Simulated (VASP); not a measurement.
Here is a VASP 6.6.1 calculation.

The input INCAR:

```
ALGO = Normal
DIPOL = 0.5 0.5 0.500
EDIFF = 1E-6
ENCUT = 400
GGA = PS
GGA_COMPAT = F
IDIPOL = 3
ISIF = 2
ISMEAR = 1
LASPH = T
LCHARG = F
LDIPOL = T
LREAL = F
LWAVE = F
NBANDS = 78
NELM = 120
NELMDL = -8
PREC = Accurate
SIGMA = 0.1
```

The input KPOINTS:

```
k-points
0
Gamma
  12 12 1
```

POSCAR

```
Rh
1.0
    2.6726435090      0.0000000000      0.0000000000
    0.0000000000      2.6726435090      0.0000000000
    0.0000000000      0.0000000000     31.1187547920
Rh
9
Direct
    0.0000000000      0.0000000000      0.2570796953
    0.5000000000      0.5000000000      0.3178097715
    0.0000000000      0.0000000000      0.3785398476
    0.5000000000      0.5000000000      0.4392699238
    0.0000000000      0.0000000000      0.5000000000
    0.5000000000      0.5000000000      0.5607300762
    0.0000000000      0.0000000000      0.6214601524
    0.5000000000      0.5000000000      0.6821902285
    0.0000000000      0.0000000000      0.7429203047
```

Potentials or basis: VASP PAW PBE potentials, release 64 (Rh_pv).

The run is started by

```sh
$ cat potpaw_PBE.64/Rh_pv/POTCAR > POTCAR
$ mpirun -np 1 vasp_std > vasp.out
```

What does it give for the largest force?

0.697 eV/Å.

What does it give for the band gap on the k mesh?

Zero (an odd number of electrons rules out a gap without spin polarisation).

Forces in eV/Å, atoms in the order of the input:
```
Rh   0.000  0.000  0.697
Rh   0.000  0.000 -0.650
Rh   0.000  0.000 -0.124
Rh   0.000  0.000  0.143
Rh   0.000  0.000  0.000
Rh   0.000  0.000 -0.143
Rh   0.000  0.000  0.124
Rh   0.000  0.000  0.650
Rh   0.000  0.000 -0.697
```

Caveat: the PAW data sets were made with another functional, which shifts forces and pressure a little.
